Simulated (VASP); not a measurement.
## Rb: single point with PBEsol

Crystal: Rb.

```xyz
1
Lattice="-2.2813 2.2813 3.1862 2.2813 -2.2813 3.1862 2.2813 2.2813 -3.1862" Properties=species:S:1:pos:R:3 pbc="T T T"
Rb    0.0000    0.0000    0.0000
```

This cell differs from its parent crystal: Na replaced by Rb, lengths x 1.195, strained.

```json
{"Program": "VASP 6.6.1", "Task": "single point", "Functional": "PBEsol", "Potentials or basis": "VASP PAW PBE potentials, release 64 (Rb_sv)", "Cutoff": "520 eV", "k mesh": "6 × 6 × 6", "Occupations": "gaussian, width 0.1 eV", "Spin": "no spin polarisation", "Dipole correction": "no", "Further INCAR settings": "ALGO = Normal; EDIFF = 1e-06; NBANDS = 10"}
```

The pressure is 1.3 GPa.

Levels at points of the mesh, in eV from the Fermi level:
```
           k point  band 3  band 4  band 5  band 6  band 7  band 8
(0.00, 0.00, 0.00)  -12.68  -12.68   -2.37    3.87    3.87    3.92
(0.50, 0.00, 0.00)  -12.71  -12.71    0.08    0.99    3.59    3.67
(0.50, 0.50, 0.00)  -12.77  -12.77    0.43    1.71    1.96    5.69
(0.50, 0.50, 0.50)  -12.78  -12.78    0.46    1.67    2.06    5.63
```

Run time: 13 s on 1 thread of AMD EPYC 7R13 Processor (Zen 3), on a shared host, peak memory 0.17 GiB.

Caveat: the cell differs from its parent crystal (Na replaced by Rb, lengths x 1.195, strained); the PAW data sets were made with another functional, which shifts forces and pressure a little.
